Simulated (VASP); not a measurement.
Sb, 1 atom in the cell. The structure is cubic, space group Fm-3m (No. 225). The conventional cell has a = 4.835 Å, b = 4.835 Å, c = 4.835 Å, α = 90.00°, β = 90.00°, γ = 90.00°. Sb (site symmetry m-3m) has 12 Sb at 3.42 Å within 4.5 Å. 

* Program: VASP 6.6.1
* Task: single point
* Functional: LDA
* Potentials or basis: VASP PAW LDA potentials, release 64 (Sb)
* Cutoff: 520 eV
* k mesh: 10 × 10 × 10
* Occupations: fermi-dirac, width 0.05 eV
* Spin: no spin polarisation
* Dipole correction: no
* Further INCAR settings: ALGO = Normal; EDIFF = 1e-06; NBANDS = 8

Potentials or basis: VASP PAW LDA potentials, release 64 (Sb).

Command:

```console
$ cat potpaw_LDA.64/Sb/POTCAR > POTCAR
$ mpirun -np 1 vasp_std > vasp.out
```

Hardware: 1 thread of Intel Xeon 6975P-C (shared host).

Problem. Estimate the wall time of this run.

Solution. Wall time 5.6 s on 1 thread of Intel Xeon 6975P-C, on a shared host, peak memory 0.14 GiB. Counts: scf iterations 9, k points 47.
